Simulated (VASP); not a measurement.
# GaN in VASP: notebook, part 2 of 2

VASP 6.6.1. Earlier steps stand in the parts before.

## Step 5: Single point, PBE (strain along [111] +5.4%)

Contents of INCAR:

```
SYSTEM = GaN
ALGO     = Normal         ! electronic algorithm
EDIFF    = 1E-6           ! SCF threshold, eV
ENCUT    = 520            ! plane-wave cutoff, eV
GGA      = PE             ! functional
ISIF     = 2              ! what is computed and relaxed
ISMEAR   = -1             ! smearing method
LASPH    = .TRUE.         ! aspherical terms in the spheres
LCHARG   = .FALSE.        ! write CHGCAR
LREAL    = .FALSE.        ! projectors in reciprocal space
LWAVE    = .FALSE.        ! write WAVECAR
NBANDS   = 16             ! bands
NELM     = 80             ! most SCF steps
PREC     = Accurate       ! precision mode
SIGMA    = 0.02           ! smearing width, eV
```

Contents of KPOINTS:

```
k-points
0
G
  10 10 10
  0 0 0
```

Contents of POSCAR:

```
GaN
1.0
    0.0806624313      2.3296149756      2.3296149756
    2.3296149756      0.0806624313      2.3296149756
    2.3296149756      2.3296149756      0.0806624313
Ga N
1 1
Direct
    0.0016009285      0.0016009285      0.0016009285
    0.2483990715      0.2483990715      0.2483990715
```

Potentials or basis: VASP PAW PBE potentials, release 64 (Ga_d, N).

Started as:

```console
$ cat potpaw_PBE.64/Ga_d/POTCAR potpaw_PBE.64/N/POTCAR > POTCAR
$ mpirun -np 1 vasp_std > vasp.out
```

OUTCAR:

```text
SYSTEM = GaN
   EDIFF = 1E-6
   ENCUT = 520
   GGA = PE
   ISIF = 2
   ISMEAR = -1
   LASPH = .TRUE.
   LREAL = .FALSE.
   NELM = 80
   PREC = Accurate

 ion  position               nearest neighbor table
   1  0.002  0.002  0.002-   2 1.97   2 1.97   2 1.97   2 2.03
   2  0.248  0.248  0.248-   1 1.97   1 1.97   1 1.97   1 2.03

  LATTYP: Found a trigonal (rhomboedric) cell.
 ALAT       =     3.2955603919
 COS(alpha) =     0.5343045084

  Lattice vectors:

 A1 = (   0.0806624313,   2.3296149756,   2.3296149756)
[... 626 lines left out ...]
      4      -8.4271      2.00000
      5      -8.3015      2.00000
      6      -7.3607      2.00000
[... 8 lines left out ...]
     15      26.0894      0.00000
     16      26.7260      0.00000

 [... further k-points ...]
[... 5 lines left out ...]
  --------------------------------------------------------------------------------------
  -------------------------------------------------------------------------------------
  Total       -0.4097563     -0.4097563     -0.4097563     -0.7733110     -0.7733110     -0.7733110
  in kB      -27.3846469    -27.3846469    -27.3846469    -51.6815710    -51.6815710    -51.6815710
  external PRESSURE =     -27.3846469 kB  Pullay stress =       0.0000000 kB

 VOLUME and BASIS-vectors are now :
 -----------------------------------------------------------------------------
  energy-cutoff  :      520.00
  volume of cell :       23.97
      direct lattice vectors                 reciprocal lattice vectors
     0.080662431  2.329614976  2.329614976    -0.226109212  0.218542233  0.218542233
     2.329614976  0.080662431  2.329614976     0.218542233 -0.226109212  0.218542233
     2.329614976  2.329614976  0.080662431     0.218542233  0.218542233 -0.226109212

 POSITION                                       TOTAL-FORCE (eV/Angst)
 -----------------------------------------------------------------------------------
      0.00759      0.00759      0.00759         0.023163      0.023163      0.023163
      1.17738      1.17738      1.17738        -0.023163     -0.023163     -0.023163
 -----------------------------------------------------------------------------------
    total drift:                               -0.000072     -0.000072     -0.000072

  FREE ENERGIE OF THE ION-ELECTRON SYSTEM (eV)
  ---------------------------------------------------
  free  energy   TOTEN  =       -12.1099100975 eV

  energy  without entropy=      -12.1099100975  energy(sigma->0) =      -12.10991010
```

stdout:

```text
POSCAR found type information on POSCAR GaN
 POSCAR found :  2 types and       2 ions
 scaLAPACK will be used
 LDA part: xc-table for (Slater+PW92), standard interpolation
 POSCAR, INCAR and KPOINTS ok, starting setup
 FFT: planning ... GRIDC
 FFT: planning ... GRID_SOFT
 FFT: planning ... GRID
 WAVECAR not read
 entering main loop
```

Run time: 89 s. Hardware: 1 thread of Intel Xeon 8259CL, shared host; peak memory 0.19 GiB.

Results:

* Free energy: -12.1099 eV
* Pressure: -2.7 GPa
* Largest force: 0.040 eV/Å
* Band gap on the k mesh: 1.25 eV

Forces in eV/Å, atoms in the order of the input:
```
Ga   0.023  0.023  0.023
N   -0.023 -0.023 -0.023
```

Caveat: the cell differs from its parent crystal (strain along [111] +5.4%).

## Step 6: Single point, r2SCAN (epitaxial xy strain +1.7%)

Contents of POSCAR:

```
GaN
1.0
    0.0000000000      2.2860602613      2.2081320503
    2.2860602613      0.0000000000      2.2081320503
    2.2860602613      2.2860602613      0.0000000000
Ga N
1 1
Direct
    0.0000000000      0.0000000000      0.0000000000
    0.2500000000      0.2500000000      0.2500000000
```

Contents of INCAR.step1:

```
ALGO = Normal
EDIFF = 1E-4
ENCUT = 520
GGA = PE
ISMEAR = 0
LASPH = T
LCHARG = F
LREAL = F
LWAVE = T
NBANDS = 16
NELM = 60
PREC = Accurate
SIGMA = 0.01
```

Contents of INCAR.step2:

```
ALGO = Normal
EDIFF = 1E-6
ENCUT = 520
ISIF = 2
ISMEAR = 0
ISTART = 1
LASPH = T
LCHARG = F
LMIXTAU = T
LREAL = F
LWAVE = F
METAGGA = R2SCAN
NBANDS = 16
NELM = 60
PREC = Accurate
SIGMA = 0.01
```

Contents of KPOINTS:

```
k-points
0
Gamma
  10 10 10
```

Potentials or basis: VASP PAW PBE potentials, release 64 (Ga_d, N).

Started as:

```console
$ cat potpaw_PBE.64/Ga_d/POTCAR potpaw_PBE.64/N/POTCAR > POTCAR
$ cp INCAR.step1 INCAR
$ mpirun -np 1 vasp_std > vasp.out
$ cp INCAR.step2 INCAR
$ mpirun -np 1 vasp_std > vasp.out
```

Run time: 2.4 min. Hardware: 1 thread of Intel Xeon 8259CL, shared host; peak memory 0.17 GiB.

Results (log left out):

```yaml
Free_energy: -21.8888 eV
Pressure: -1.8 GPa
Band_gap_on_the_k_mesh: 1.96 eV
```

Stress tensor (GPa, compression positive):
```
-3.18  0.00  0.00
 0.00 -3.18  0.00
 0.00  0.00  0.99
```

Levels at points of the mesh, in eV from the valence-band top:
| k point | band 7 | band 8 | band 9 | band 10 | band 11 | band 12 |
| --- | --- | --- | --- | --- | --- | --- |
| (0.00, 0.00, 0.00) | -0.15 | -0.15 | 0.00 | 1.96 | 10.78 | 10.89 |
| (0.50, 0.00, 0.00) | -7.20 | -1.21 | -0.96 | 4.97 | 9.30 | 10.60 |
| (0.50, 0.50, 0.00) | -6.03 | -3.03 | -3.03 | 3.52 | 6.70 | 12.75 |
| (0.50, 0.00, 0.50) | -6.40 | -2.77 | -2.75 | 3.74 | 7.28 | 12.24 |

Caveat: the cell differs from its parent crystal (epitaxial xy strain +1.7%); the PAW data sets were made with another functional, which shifts forces and pressure a little.

## Step 7: Overview

```csv
level,cell,k mesh,smearing,grid for exact exchange (PRECFOCK),share of exact exchange,screening parameter,gap on the mesh (eV),pressure (GPa)
HSE06,"a = 3.178, b = 3.178, c = 3.233 Å, angles 59.4, 59.4, 61.1°, 2 atoms, atomic positions A",6 × 6 × 6,gaussian 0.01 eV,Normal,0.25,0.2079 1/Å,2.81,-3.0
PBE,"a = 3.178, b = 3.178, c = 3.233 Å, angles 59.4, 59.4, 61.1°, 2 atoms, atomic positions A",10 × 10 × 10,fermi-dirac 0.02 eV,-,-,-,1.57,3.4
PBE,"a = 3.252, b = 3.252, c = 3.180 Å, angles 60.7, 60.7, 58.5°, 2 atoms, atomic positions A",10 × 10 × 10,fermi-dirac 0.02 eV,-,-,-,1.40,-1.7
PBE,"a = 3.296 Å, angles 57.7°, 2 atoms, atomic positions B",10 × 10 × 10,fermi-dirac 0.02 eV,-,-,-,1.25,-2.7
r2SCAN,"a = 3.178, b = 3.178, c = 3.233 Å, angles 59.4, 59.4, 61.1°, 2 atoms, atomic positions A",10 × 10 × 10,gaussian 0.01 eV,-,-,-,1.96,-1.8
```

Alike in all rows: task single point; potentials or basis VASP PAW PBE potentials, release 64 (Ga_d, N); no spin polarisation; cutoff (eV) 520.

Caveats: the PAW data sets were made with another functional, which shifts forces and pressure a little (at least some runs); the cell stands under pressure (at least some runs).

Total energies depend on the potentials used, so only differences within one code and one set of settings carry meaning.
